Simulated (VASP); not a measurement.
# Tl2Se: relaxation of cell and atoms with PBE

Crystal: Tl2Se.

```
Tl Se
1.0
     4.22461    0.00000    0.00000
     0.00000    4.22461    0.00000
     0.00000    0.00000    6.47511
Tl Se
2 1
Direct
  0.00000 0.00000 0.00000
  0.50000 0.50000 0.50000
  0.00000 0.00000 0.50000
```

- Program: VASP 6.6.1
- Task: relaxation of cell and atoms
- Functional: PBE
- Potentials or basis: VASP PAW PBE potentials, release 64 (Tl_d, Se)
- Cutoff: 600 eV
- k mesh: 12 × 12 × 8
- Occupations: gaussian, width 0.1 eV
- Spin: no spin polarisation
- Dipole correction: no
- Further INCAR settings: ALGO = Normal; EDIFF = 1e-06; IBRION = 2; EDIFFG = -0.01; NSW = 100; ISIF = 3

```yaml
Relaxed_volume: 38.68 Å³/atom
Relaxed_cell: a = 4.235 Å, b = 4.235 Å, c = 6.470 Å, α = 90.00°, β = 90.00°, γ = 90.00°
Space_group_after_relaxing_to_0.05_Å: P4/mmm (No. 123)
Energy_gained_by_relaxing: 0.0 meV/atom
Ionic_steps: 3
Pressure_after_relaxing: 0.0 GPa
Band_gap_on_the_k_mesh: zero (band 16 reaches 3.18 eV, above the bottom of band 17 at 2.36 eV)
```

Step by step:
| step | energy change (eV) | largest force (eV/Å) | pressure (GPa) | volume (Å³) |
| --- | --- | --- | --- | --- |
| 1 | 0.0000 | 0.0000 | 0.04 | 115.56 |
| 2 | -0.0001 | 0.0000 | 0.02 | 115.74 |
| 3 | -0.0001 | 0.0000 | -0.01 | 116.04 |

Final structure:
```cif
data_structure
_symmetry_space_group_name_H-M 'P 1'
_symmetry_Int_Tables_number 1
_cell_length_a 4.2351
_cell_length_b 4.2351
_cell_length_c 6.4695
_cell_angle_alpha 90.000
_cell_angle_beta 90.000
_cell_angle_gamma 90.000
_cell_volume 116.04
loop_
_atom_site_label
_atom_site_type_symbol
_atom_site_fract_x
_atom_site_fract_y
_atom_site_fract_z
_atom_site_occupancy
Tl1 Tl 0.00000 0.00000 0.00000 1
Tl2 Tl 0.50000 0.50000 0.50000 1
Se1 Se 0.00000 0.00000 0.50000 1
```

Levels at points of the mesh, in eV from the Fermi level:
```csv
k point,band 12,band 13,band 14,band 15,band 16,band 17,band 18,band 19,band 20
"(0.00, 0.00, 0.00)",-6.18,-4.39,-3.39,-2.16,-2.16,2.78,3.88,3.88,5.33
"(0.50, 0.00, 0.00)",-6.63,-5.51,-2.62,-0.97,-0.03,1.02,1.33,2.24,3.63
"(0.50, 0.50, 0.00)",-4.98,-4.89,-3.82,-3.82,-2.38,0.91,0.91,2.62,4.64
"(0.00, 0.00, 0.50)",-6.78,-4.48,-2.10,-2.10,-1.22,1.67,2.59,3.51,3.51
"(0.50, 0.00, 0.50)",-6.56,-6.03,-1.13,-0.91,-0.66,1.04,1.63,3.08,3.66
"(0.50, 0.50, 0.50)",-5.47,-4.96,-3.72,-3.72,-0.48,0.43,0.43,1.82,3.12
```

Run time: 4.4 min on 1 thread of Intel(R) Xeon(R) 6975P-C (Granite Rapids), with other jobs on the host, peak memory 0.54 GiB.

Caveat: spin-orbit coupling is left out, which moves the levels of the heavy elements.
